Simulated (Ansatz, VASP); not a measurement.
**As: VASP beside Ansatz**

The input INCAR:

```
SYSTEM = As
ALGO = Normal
EDIFF = 1E-7
EDIFFG = -0.01
ENCUT = 600
GGA = PS
IBRION = 2
ISIF = 3
ISMEAR = -1
LASPH = .TRUE.
LCHARG = .FALSE.
LREAL = .FALSE.
LWAVE = .FALSE.
NELM = 100
NSW = 80
PREC = Accurate
SIGMA = 0.1
```

The input KPOINTS:

```
k-points
0
G
  9 9 7
  0 0 0
```

The input POSCAR:

```
As
1.0
    1.8150000000     -5.4800000000      0.0000000000
    1.8150000000      5.4800000000      0.0000000000
    0.0000000000      0.0000000000      4.4500000000
As
4
Direct
    0.0980000000      0.9020000000      0.9100000000
    0.5980000000      0.4020000000      0.5900000000
    0.9020000000      0.0980000000      0.0900000000
    0.4020000000      0.5980000000      0.4100000000
```

Input for Ansatz:

```yaml
crystal:
  lattice:
    - [1.815, -5.48, 0.0]
    - [1.815, 5.48, 0.0]
    - [0.0, 0.0, 4.45]
  atoms:
    - { symbol: As, position: [0.098, 0.902, 0.91] }
    - { symbol: As, position: [0.598, 0.402, 0.59] }
    - { symbol: As, position: [0.902, 0.098, 0.09] }
    - { symbol: As, position: [0.402, 0.598, 0.41] }
hamiltonian:
  xc: pbesol
  pseudopotentials:
    kind: paw
    azcp:
      As: "pseudopotentials/As.paw.azcp"
basis:
  ecutwfc: 420
  fft_grid_basis: typed
kpoints:
  mp_grid: { grid: [9, 9, 7], shift: [0, 0, 0] }
magnetization:
  spin_polarized: false
scf:
  occupations: { method: fermi_dirac, width: 0.1 }
relax:
  max_steps: 60
  f_tol: 0.01
  cell: {}
```

Alike in both runs: task relaxation of cell and atoms; functional PBEsol; k mesh 9 × 9 × 7; occupations fermi-dirac, width 0.1 eV; no spin polarisation.

|  | VASP | Ansatz |
| --- | --- | --- |
| version | VASP 6.6.1 | Ansatz 0.2.0 |
| potentials or method | VASP PAW PBE potentials, release 64 (As), cutoff 600 eV | plane waves (420 eV) with PAW, scalar-relativistic |
| valence electrons in the cell | 20 | 60 |

|  | VASP | Ansatz | Ansatz less VASP |
| --- | --- | --- | --- |
| relaxed volume (Å³/atom) | 21.76 | 21.73 | -0.028 |
| relaxed length of the cell vector where the two differ most in proportion (Å) | 4.281 | 4.286 | +0.0053 |

VASP's potentials were made for PBE, not for PBEsol, and Ansatz warns of the same on its side. VASP's potentials hold 20 valence electrons a cell and Ansatz's 60, so a difference there can come from the potentials and not from the codes.
